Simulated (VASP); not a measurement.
# SnSe (Fm-3m) in VASP: settings compared

Aim: see how the results for SnSe move with the level of theory and the settings. Levels: PBE, LDA, PBEsol, r2SCAN. Tasks: electric field gradients.

All numbers are computed with VASP 6.6.1; they aren't measurements. Logs are shortened: lines on timing, memory, paths and dates and some standing lists are left out, and cuts for length are marked.

**1. The cell of the first run**

The structure is cubic, space group Fm-3m (No. 225). Conventional cell: a = 6.020 Å, b = 6.020 Å, c = 6.020 Å, α = 90.00°, β = 90.00°, γ = 90.00°. Within 4.0 Å of Sn (site symmetry m-3m) lie 6 Se at 3.01 Å. Se (site symmetry m-3m) has 6 Sn at 3.01 Å within 4.0 Å.

**2. Electric field gradients, PBE**

Contents of INCAR:

```
SYSTEM = SnSe
ALGO     = Normal         ! electronic algorithm
EDIFF    = 1E-8           ! SCF threshold, eV
ENCUT    = 400            ! plane-wave cutoff, eV
GGA      = PE             ! functional
GGA_COMPAT= .FALSE.      
ISIF     = 2              ! what is computed and relaxed
ISMEAR   = -1             ! smearing method
LASPH    = .TRUE.         ! aspherical terms in the spheres
LCHARG   = .FALSE.        ! write CHGCAR
LEFG     = .TRUE.       
LREAL    = .FALSE.        ! projectors in reciprocal space
LWAVE    = .FALSE.        ! write WAVECAR
NBANDS   = 17             ! bands
NELM     = 120            ! most SCF steps
PREC     = Accurate       ! precision mode
SIGMA    = 0.02           ! smearing width, eV
```

Contents of KPOINTS:

```
k-points
0
G
  13 13 13
  0 0 0
```

Contents of POSCAR:

```
SnSe
1.0
    0.0000000000      3.0100000000      3.0100000000
    3.0100000000      0.0000000000      3.0100000000
    3.0100000000      3.0100000000      0.0000000000
Sn Se
1 1
Direct
    0.0000000000      0.0000000000      0.0000000000
    0.5000000000      0.5000000000      0.5000000000
```

Potentials or basis: VASP PAW PBE potentials, release 64 (Sn_d, Se).

Launch:

```sh
$ cat potpaw_PBE.64/Sn_d/POTCAR potpaw_PBE.64/Se/POTCAR > POTCAR
$ mpirun -np 1 vasp_std > vasp.out
```

OUTCAR:

```text
SYSTEM = SnSe
   EDIFF = 1E-8
   ENCUT = 400
   GGA = PE
   ISIF = 2
   ISMEAR = -1
   LASPH = .TRUE.
   LREAL = .FALSE.
   NELM = 120
   PREC = Accurate

 ion  position               nearest neighbor table
   1  0.000  0.000  0.000-   2 3.01   2 3.01   2 3.01   2 3.01   2 3.01   2 3.01
   2  0.500  0.500  0.500-   1 3.01   1 3.01   1 3.01   1 3.01   1 3.01   1 3.01

  LATTYP: Found a face centered cubic cell.
 ALAT       =     6.0200000000

  Lattice vectors:

 A1 = (   0.0000000000,   3.0100000000,   3.0100000000)
 A2 = (   3.0100000000,   0.0000000000,   3.0100000000)
 A3 = (   3.0100000000,   3.0100000000,   0.0000000000)

Analysis of symmetry for initial positions (statically):
=====================================================================
 Subroutine PRICEL returns:
 Original cell was already a primitive cell.

 Routine SETGRP: Setting up the symmetry group for a
 face centered cubic supercell.

 Subroutine GETGRP returns: Found 48 space group operations
 (whereof 48 operations were pure point group operations)
 out of a pool of 48 trial point group operations.

The static configuration has the point symmetry O_h .

Analysis of symmetry for dynamics (positions and initial velocities):
=====================================================================
 Subroutine PRICEL returns:
 Original cell was already a primitive cell.

 Routine SETGRP: Setting up the symmetry group for a
 face centered cubic supercell.

 Subroutine GETGRP returns: Found 48 space group operations
 (whereof 48 operations were pure point group operations)
 out of a pool of 48 trial point group operations.

The dynamic configuration has the point symmetry O_h .

 Subroutine INISYM returns: Found 48 space group operations
 (whereof 48 operations are pure point group operations),
 and found     1 'primitive' translations

----------------------------------------------------------------------------------------

                                     Primitive cell

  volume of cell :      54.5418

  direct lattice vectors                    reciprocal lattice vectors
     0.000000000  3.010000000  3.010000000    -0.166112957  0.166112957  0.166112957
     3.010000000  0.000000000  3.010000000     0.166112957 -0.166112957  0.166112957
     3.010000000  3.010000000  0.000000000     0.166112957  0.166112957 -0.166112957

  length of vectors
     4.256782823  4.256782823  4.256782823     0.287716081  0.287716081  0.287716081

  position of ions in fractional coordinates (direct lattice)
     0.000000000  0.000000000  0.000000000
     0.500000000  0.500000000  0.500000000

  ion indices of the primitive-cell ions
   primitive index   ion index
                 1           1
                 2           2

----------------------------------------------------------------------------------------

 KPOINTS: k-points

Automatic generation of k-mesh.
 Grid dimensions read from file:
 generate k-points for:   13   13   13

 Generating k-lattice:

  Cartesian coordinates                     Fractional coordinates (reciprocal lattice)
    -0.012777920  0.012777920  0.012777920     0.076923077  0.000000000  0.000000000
     0.012777920 -0.012777920  0.012777920     0.000000000  0.076923077  0.000000000
     0.012777920  0.012777920 -0.012777920     0.000000000  0.000000000  0.076923077

  Length of vectors
     0.022132006  0.022132006  0.022132006

  Shift w.r.t. Gamma in fractional coordinates (k-lattice)
     0.000000000  0.000000000  0.000000000

 Subroutine IBZKPT returns following result:
 ===========================================

 Found     84 irreducible k-points:

 Following reciprocal coordinates:
            Coordinates               Weight
  0.000000  0.000000  0.000000      1.000000
  0.076923  0.000000  0.000000      8.000000
  0.153846  0.000000  0.000000      8.000000
  0.230769  0.000000  0.000000      8.000000
  0.307692  0.000000  0.000000      8.000000
  0.384615  0.000000  0.000000      8.000000
[... 16 lines left out ...]
  0.384615  0.153846  0.000000     24.000000
  0.461538  0.153846  0.000000     24.000000
 [... further k-points ...]
   k-points           NKPTS =     84   k-points in BZ     NKDIM =     84   number of bands    NBANDS=     17
   number of dos      NEDOS =    301   number of ions     NIONS =      2
   total plane-waves  NPLWV =  21952
   dimension x,y,z NGX =    28 NGY =   28 NGZ =   28
   dimension x,y,z NGXF=    56 NGYF=   56 NGZF=   56
   ions per type =               1   1
   NGX,Y,Z   is equivalent  to a cutoff of  10.94, 10.94, 10.94 a.u.
   NGXF,Y,Z  is equivalent  to a cutoff of  21.87, 21.87, 21.87 a.u.
 SYSTEM =  SnSe
   PREC   = accura    normal or accurate (medium, high low for compatibility)
   ISTART =      0    job   : 0-new  1-cont  2-samecut
   ICHARG =      2    charge: 1-file 2-atom 10-const
   ISPIN  =      1    spin polarized calculation?
   LNONCOLLINEAR =      F non collinear calculations
   LSORBIT =      F    spin-orbit coupling
   LASPH  =      T    aspherical Exc in radial PAW
   ENCUT  =  400.0 eV  29.40 Ry    5.42 a.u.   6.94  6.94  6.94*2*pi/ulx,y,z
   NELM   =    120;   NELMIN=  2; NELMDL= -5     # of ELM steps
   EDIFF  = 0.1E-07   stopping-criterion for ELM
   LREAL  =      F    real-space projection
   EDIFFG = 0.1E-06   stopping-criterion for IOM
   NSW    =      0    number of steps for IOM
   IBRION =     -1    ionic relax: 0-MD 1-quasi-New 2-CG
   NFREE  =      0    steps in history (QN), initial steepest desc. (CG)
   ISIF   =      2    stress and relaxation
   ISYM   =      2    0-nonsym 1-usesym 2-fastsym
   POTIM  = 0.5000    time-step for ionic-motion
   TEBEG  =    0.0;   TEEND  =   0.0 temperature during run
   PSTRESS=    0.0 pullay stress
   NELECT =      20.0000    total number of electrons
   NUPDOWN=      -1.0000    fix difference up-down
   EMIN   =  10.00;   EMAX   =-10.00  energy-range for DOS
   EFERMI =   0.00;   METHOD = LEGACY
   ISMEAR =    -1;   SIGMA  =   0.02  broadening in eV -4-tet -1-fermi 0-gaus
   EFERMI_NEDOS =   21; number of points for ismear=-14 and -15
   IALGO  =     38    algorithm
   IMIX   =      4    mixing-type and parameters
     AMIX     =   0.40;   BMIX     =  1.00
     AMIX_MAG =   1.60;   BMIX_MAG =  1.00
  volume/ion in A,a.u.               =      27.27       184.03
  Fermi-wavevector in a.u.,A,eV,Ry     =   1.171768  2.214321 18.681350  1.373040
  Thomas-Fermi vector in A             =   2.308207
   LORBIT       =      0    0 simple, 1 ext, 2 COOP (PROOUT), +10 PAW based schemes
   GGA     = PE    functional components
   LHFCALC =     F    Hartree Fock is set to
   AEXX    =    0.0000 exact exchange contribution
   IVDW    =     0    specifies the selected vdW correction
   LEPSILON=     F    determine dielectric tensor
   LRPA    =     F    only Hartree local field effects (RPA)
 non-spin polarized calculation
  energy-cutoff  :      400.00
  volume of cell :       54.54
 maximum number of plane-waves:      1010
   NGX = 13   NGY = 13   NGZ = 13

 number of electron      19.9999997 magnetization

 Free energy of the ion-electron system (eV)
  ---------------------------------------------------
  ext. energy  EPLUGINS =         0.00000000
  ---------------------------------------------------
  free energy    TOTEN  =        -8.21071428 eV

  energy without entropy =       -8.21071393  energy(sigma->0) =       -8.21071411

 E-fermi :   5.7852     XC(G=0):  -9.5964

 val. band max:        5.5791229473   @ k =  -0.3846   0.0769   0.0000
 cond. band min:       6.0027541723   @ k =  -0.4615   0.0769   0.0000
 fundamental gap:      0.4236312251
 Fermi energy:         5.7851581431

 k-point     1 :       0.0000    0.0000    0.0000
  band No.  band energies     occupation
      1     -16.0151      2.00000
      2     -16.0151      2.00000
      3     -16.0151      2.00000
      4     -16.0127      2.00000
      5     -16.0127      2.00000
      6      -8.2719      2.00000
[... 9 lines left out ...]
     16      11.4562      0.00000
     17      13.7459      0.00000

 k-point     2 :       0.0769    0.0000    0.0000
  band No.  band energies     occupation
      1     -16.0149      2.00000
      2     -16.0147      2.00000
      3     -16.0147      2.00000
      4     -16.0128      2.00000
      5     -16.0128      2.00000
      6      -8.2300      2.00000
[... 9 lines left out ...]
     16      11.6060      0.00000
     17      14.1720      0.00000
[... 421 lines left out ...]
 k-point    24 :       0.4615    0.1538    0.0000
  band No.  band energies     occupation
      1     -16.0244      2.00000
      2     -16.0166      2.00000
      3     -16.0125      2.00000
      4     -16.0049      2.00000
      5     -16.0012      2.00000
      6      -7.3425      2.00000
[... 9 lines left out ...]
     16      16.0969      0.00000
     17      16.1342      0.00000

 [... further k-points ...]

------------------------ aborting loop because EDIFF is reached ----------------------------------------

  FORCE on cell =-STRESS in cart. coord.  units (eV):
  Direction    XX          YY          ZZ          XY          YZ          ZX
  --------------------------------------------------------------------------------------
  -------------------------------------------------------------------------------------
  Total        0.3587570      0.3587570      0.3587570      0.0000000      0.0000000     -0.0000000
  in kB       10.5385656     10.5385656     10.5385656      0.0000000      0.0000000     -0.0000000
  external PRESSURE =      10.5385656 kB  Pullay stress =       0.0000000 kB

 VOLUME and BASIS-vectors are now :
 -----------------------------------------------------------------------------
  energy-cutoff  :      400.00
  volume of cell :       54.54
      direct lattice vectors                 reciprocal lattice vectors
     0.000000000  3.010000000  3.010000000    -0.166112957  0.166112957  0.166112957
     3.010000000  0.000000000  3.010000000     0.166112957 -0.166112957  0.166112957
     3.010000000  3.010000000  0.000000000     0.166112957  0.166112957 -0.166112957

 POSITION                                       TOTAL-FORCE (eV/Angst)
 -----------------------------------------------------------------------------------
      0.00000      0.00000      0.00000        -0.000000      0.000000      0.000000
      3.01000      3.01000      3.01000         0.000000      0.000000     -0.000000
 -----------------------------------------------------------------------------------
    total drift:                               -0.000000      0.000000      0.000000

  FREE ENERGIE OF THE ION-ELECTRON SYSTEM (eV)
  ---------------------------------------------------
  free  energy   TOTEN  =        -8.2107142849 eV

  energy  without entropy=       -8.2107139300  energy(sigma->0) =       -8.21071411

 Electric field gradients (V/A^2)
---------------------------------------------------------------------
 ion       V_xx      V_yy      V_zz      V_xy      V_xz      V_yz
---------------------------------------------------------------------
   1       0.000     0.000    -0.000     0.002     0.002     0.002
   2      -0.000     0.000     0.000    -0.000    -0.000    -0.000
---------------------------------------------------------------------

 Electric field gradients after diagonalization (V/A^2)
 (convention: |V_zz| > |V_xx| > |V_yy|)
----------------------------------------------------------------------
 ion       V_xx      V_yy      V_zz     asymmetry (V_yy - V_xx)/ V_zz
----------------------------------------------------------------------
   1      -0.002    -0.002     0.003       0.000
   2       0.000     0.000    -0.000       0.000
----------------------------------------------------------------------

           NMR quadrupolar parameters

 Cq : quadrupolar parameter    Cq=e*Q*V_zz/h
 eta: asymmetry parameters     (V_yy - V_xx)/ V_zz
 Q  : nuclear electric quadrupole moment in mb (millibarn)
----------------------------------------------------------------------
 ion       Cq(MHz)       eta       Q (mb)
----------------------------------------------------------------------
   1       0.000       0.000       1.000
   2      -0.000       0.000       1.000
----------------------------------------------------------------------
```

Run time: 98 s. Hardware: 1 thread of Intel Xeon 8259CL, shared host; peak memory 0.19 GiB.

Results:

| Item | Value |
| --- | --- |
| Free energy | -8.2107 eV |
| Pressure | 1.1 GPa |

Levels at points of the mesh, in eV from the Fermi level:
```csv
k point,band 7,band 8,band 9,band 10,band 11,band 12,band 13,band 14
"(0.00, 0.00, 0.00)",-5.26,-2.38,-2.38,-2.38,4.12,4.12,4.12,5.67
```

Caveat: this odd mesh misses L, where the gap lies, so gap, dielectric constants and Born charges aren't listed; without QUAD_EFG the Cq values of the log hold for a quadrupole moment of 1 mb, not for the nuclei; spin-orbit coupling is left out, which moves the levels of the heavy elements.

**3. Electric field gradients, LDA**

Contents of INCAR:

```
SYSTEM = SnSe
ALGO = Normal
EDIFF = 1E-8
ENCUT = 400
GGA_COMPAT = .False.
ISIF = 2
ISMEAR = -1
LASPH = .True.
LCHARG = .False.
LEFG = .True.
LREAL = .False.
LWAVE = .False.
NBANDS = 17
NELM = 120
PREC = Accurate
SIGMA = 0.02
```

Contents of KPOINTS:

```
k-points
0
Gamma
  13 13 13
  0 0 0
```

POSCAR is that of step 2.

Potentials or basis: VASP PAW LDA potentials, release 64 (Sn_d, Se).

Launch:

```sh
$ cat potpaw_LDA.64/Sn_d/POTCAR potpaw_LDA.64/Se/POTCAR > POTCAR
$ mpirun -np 1 vasp_std > vasp.out
```

OUTCAR:

```text
SYSTEM = SnSe
   EDIFF = 1E-8
   ENCUT = 400
   ISIF = 2
   ISMEAR = -1
   LASPH = .True.
   LREAL = .False.
   NELM = 120
   PREC = Accurate

 ion  position               nearest neighbor table
   1  0.000  0.000  0.000-   2 3.01   2 3.01   2 3.01   2 3.01   2 3.01   2 3.01
   2  0.500  0.500  0.500-   1 3.01   1 3.01   1 3.01   1 3.01   1 3.01   1 3.01

  LATTYP: Found a face centered cubic cell.
 ALAT       =     6.0200000000

  Lattice vectors:

 A1 = (   0.0000000000,   3.0100000000,   3.0100000000)
 A2 = (   3.0100000000,   0.0000000000,   3.0100000000)
 A3 = (   3.0100000000,   3.0100000000,   0.0000000000)

Analysis of symmetry for initial positions (statically):
=====================================================================
 Subroutine PRICEL returns:
 Original cell was already a primitive cell.

 Routine SETGRP: Setting up the symmetry group for a
 face centered cubic supercell.

 Subroutine GETGRP returns: Found 48 space group operations
[... 668 lines left out ...]
     0.000000000  3.010000000  3.010000000    -0.166112957  0.166112957  0.166112957
     3.010000000  0.000000000  3.010000000     0.166112957 -0.166112957  0.166112957
     3.010000000  3.010000000  0.000000000     0.166112957  0.166112957 -0.166112957

 POSITION                                       TOTAL-FORCE (eV/Angst)
 -----------------------------------------------------------------------------------
      0.00000      0.00000      0.00000         0.000000      0.000000     -0.000000
      3.01000      3.01000      3.01000        -0.000000      0.000000      0.000000
 -----------------------------------------------------------------------------------
    total drift:                               -0.000000      0.000000      0.000000

  FREE ENERGIE OF THE ION-ELECTRON SYSTEM (eV)
  ---------------------------------------------------
  free  energy   TOTEN  =        -9.4657330982 eV

  energy  without entropy=       -9.4657322005  energy(sigma->0) =       -9.46573265

 Electric field gradients (V/A^2)
---------------------------------------------------------------------
 ion       V_xx      V_yy      V_zz      V_xy      V_xz      V_yz
---------------------------------------------------------------------
   1       0.000     0.000    -0.000     0.002     0.002     0.002
   2       0.000    -0.000     0.000     0.000     0.000     0.000
---------------------------------------------------------------------

 Electric field gradients after diagonalization (V/A^2)
 (convention: |V_zz| > |V_xx| > |V_yy|)
----------------------------------------------------------------------
 ion       V_xx      V_yy      V_zz     asymmetry (V_yy - V_xx)/ V_zz
----------------------------------------------------------------------
   1      -0.002    -0.002     0.003       0.000
   2      -0.000    -0.000     0.001       0.000
----------------------------------------------------------------------

           NMR quadrupolar parameters

 Cq : quadrupolar parameter    Cq=e*Q*V_zz/h
 eta: asymmetry parameters     (V_yy - V_xx)/ V_zz
 Q  : nuclear electric quadrupole moment in mb (millibarn)
----------------------------------------------------------------------
 ion       Cq(MHz)       eta       Q (mb)
----------------------------------------------------------------------
   1       0.000       0.000       1.000
   2       0.000       0.000       1.000
----------------------------------------------------------------------
```

Run time: 80 s. Hardware: 1 thread of Intel Xeon 8259CL, shared host; peak memory 0.18 GiB.

Results:

| Quantity | Value |
| --- | --- |
| Free energy | -9.4657 eV |
| Pressure | -3.2 GPa |

Levels at points of the mesh, in eV from the Fermi level:
```
           k point  band 6  band 7  band 8  band 9  band 10  band 11  band 12  band 13  band 14  band 15
(0.00, 0.00, 0.00)  -14.00   -5.32   -2.30   -2.30    -2.30     4.08     4.08     4.08     5.73     5.73
```

Caveat: this odd mesh misses L, where the gap lies, so gap, dielectric constants and Born charges aren't listed; without QUAD_EFG the Cq values of the log hold for a quadrupole moment of 1 mb, not for the nuclei; spin-orbit coupling is left out, which moves the levels of the heavy elements.

[end of part 1 of 2]
